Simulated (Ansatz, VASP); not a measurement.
# Si3Ge: VASP beside Ansatz

The input INCAR:

```
ALGO     = Normal         # electronic algorithm
EDIFF    = 1E-6           # SCF threshold, eV
ENCUT    = 520            # plane-wave cutoff, eV
GGA      = PE             # functional
ISIF     = 2              # what is computed and relaxed
ISMEAR   = 0              # smearing method
LASPH    = True           # aspherical terms in the spheres
LCHARG   = True           # write CHGCAR
LELF     = True           # ELF
LREAL    = False          # projectors in reciprocal space
LVHAR    = True         
LWAVE    = False          # write WAVECAR
NBANDS   = 21             # bands
NELM     = 100            # most SCF steps
PREC     = Accurate       # precision mode
SIGMA    = 0.01           # smearing width, eV
```

KPOINTS

```
k-points
0
Gamma
  6 6 6
```

The input POSCAR:

```
Si3Ge
1.0
    1.9948657060      1.1517362524      6.5117901519
   -1.9948657060      1.1517362524      6.5117901519
    0.0000000000     -2.3034725047      6.5117901519
Si Ge
3 1
Direct
    1.0016055264      0.0016055264      0.0016055264
    0.4984313415      0.4984313415      0.4984313415
    0.3750055377      0.3750055377      0.3750055377
    0.8749575943      0.8749575943      0.8749575943
```

Input for Ansatz:

```yaml
crystal:
  lattice:
    - [1.994865706, 1.1517362524, 6.5117901519]
    - [-1.994865706, 1.1517362524, 6.5117901519]
    - [0.0, -2.3034725047, 6.5117901519]
  atoms:
    - { symbol: Si, position: [1.0016055264, 0.0016055264, 0.0016055264] }
    - { symbol: Si, position: [0.4984313415, 0.4984313415, 0.4984313415] }
    - { symbol: Si, position: [0.3750055377, 0.3750055377, 0.3750055377] }
    - { symbol: Ge, position: [0.8749575943, 0.8749575943, 0.8749575943] }
kpoints:
  mp_grid: { grid: [6, 6, 6] }
hamiltonian:
  xc: pbe
scf:
  occupations: { method: fixed }
  n_extra_bands: 5
output:
  forces: true
  stress: true
  eigenvalues: true
```

Alike in both runs: task single point; functional PBE; k mesh 6 × 6 × 6; no spin polarisation.

|  | VASP | Ansatz |
| --- | --- | --- |
| version | VASP 6.6.1 | Ansatz 0.2.0 |
| potentials or method | VASP PAW PBE potentials, release 64 (Si, Ge_d) | plane waves, PAW |
| plane-wave cutoff (eV) | 520 | 420 |
| occupations | gaussian, width 0.01 eV | fixed |
| valence electrons in the cell | 26 | 26 |

|  | VASP | Ansatz | Ansatz less VASP |
| --- | --- | --- | --- |
| gap on the k mesh at the Fermi level (eV) | 0.64 | 0.64 | -0.003 |
| pressure (GPa) | -4.2 | -4.2 | +0.05 |
| traceless stress, the component that is largest in VASP (GPa) | -0.09 | -0.09 | -0.003 |
| rms of the force components (eV/Å) | 0.012 | 0.012 | -0.0001 |

Atom by atom the forces differ by 0.000 eV/Å (rms over components).
